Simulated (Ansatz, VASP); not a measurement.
## Ga2O3 in VASP and in Ansatz

The input INCAR:

```
PREC = Accurate ; ENCUT = 600
EDIFF = 1E-6 ; ISMEAR = 0
SIGMA = 0.1 ; LREAL = False
LASPH = True ; NELM = 100
ALGO = Normal ; ISIF = 3
LWAVE = False ; LCHARG = False
GGA = PE ; IBRION = 2
NSW = 90 ; EDIFFG = -0.04
```

The input KPOINTS:

```
Automatic mesh
0
Gamma
  6 6 6
```

Contents of POSCAR:

```
Ga2O3
1.0
    2.4912495700      1.4383236100      4.4776701900
   -2.4912495700      1.4383236100      4.4776701900
    0.0000000000     -2.8766472200      4.4776701900
Ga O
4 6
Direct
    0.8554000000      0.8554000000      0.8554000000
    0.6446000000      0.6446000000      0.6446000000
    0.1446000000      0.1446000000      0.1446000000
    0.3554000000      0.3554000000      0.3554000000
    0.0548999900      0.4451000100      0.7500000000
    0.7500000000      0.0548999900      0.4451000100
    0.4451000100      0.7500000000      0.0548999900
    0.9451000100      0.5548999900      0.2500000000
    0.2500000000      0.9451000100      0.5548999900
    0.5548999900      0.2500000000      0.9451000100
```

Input for Ansatz:

```yaml
crystal:
  lattice:
    - [2.49124957, 1.43832361, 4.47767019]
    - [-2.49124957, 1.43832361, 4.47767019]
    - [0.0, -2.87664722, 4.47767019]
  atoms:
    - { symbol: Ga, position: [0.8554, 0.8554, 0.8554] }
    - { symbol: Ga, position: [0.6446, 0.6446, 0.6446] }
    - { symbol: Ga, position: [0.1446, 0.1446, 0.1446] }
    - { symbol: Ga, position: [0.3554, 0.3554, 0.3554] }
    - { symbol: O, position: [0.05489999, 0.44510001, 0.75] }
    - { symbol: O, position: [0.75, 0.05489999, 0.44510001] }
    - { symbol: O, position: [0.44510001, 0.75, 0.05489999] }
    - { symbol: O, position: [0.94510001, 0.55489999, 0.25] }
    - { symbol: O, position: [0.25, 0.94510001, 0.55489999] }
    - { symbol: O, position: [0.55489999, 0.25, 0.94510001] }
basis:
  ecutwfc: 420
kpoints:
  mp_grid: { grid: [6, 6, 6] }
hamiltonian:
  xc: pbe
scf:
  occupations: { method: gaussian, width: 0.1 }
  lower_state_search: "off"
output:
  forces: true
  stress: true
  eigenvalues: true
relax:
  adjacent_minimum: "off"
  f_tol: 0.04
  max_steps: 70
  cell: { stress_tol: 0.4 }
```

Alike in both runs: task relaxation of cell and atoms; functional PBE; k mesh 6 × 6 × 6; occupations gaussian, width 0.1 eV; no spin polarisation.

|  | VASP | Ansatz |
| --- | --- | --- |
| version | VASP 6.6.1 | Ansatz 0.2.0 |
| potentials or method | VASP PAW PBE potentials, release 64 (Ga_d, O), cutoff 600 eV | scalar-relativistic, plane waves, PAW |
| valence electrons in the cell | 88 | 88 |

Ansatz gave:

| Item | Value |
| --- | --- |
| gap on the k mesh at the Fermi level, each at its own relaxed structure (eV) | 2.40 |
| relaxed volume (Å³/atom) | 10.06 |
| relaxed length of the cell vector where the two differ most in proportion (Å) | 5.399 |

Q: Estimate VASP's values.

A: gap on the k mesh at the Fermi level, each at its own relaxed structure (eV): 2.36; relaxed volume (Å³/atom): 10.09; relaxed length of the cell vector where the two differ most in proportion (Å): 5.405.
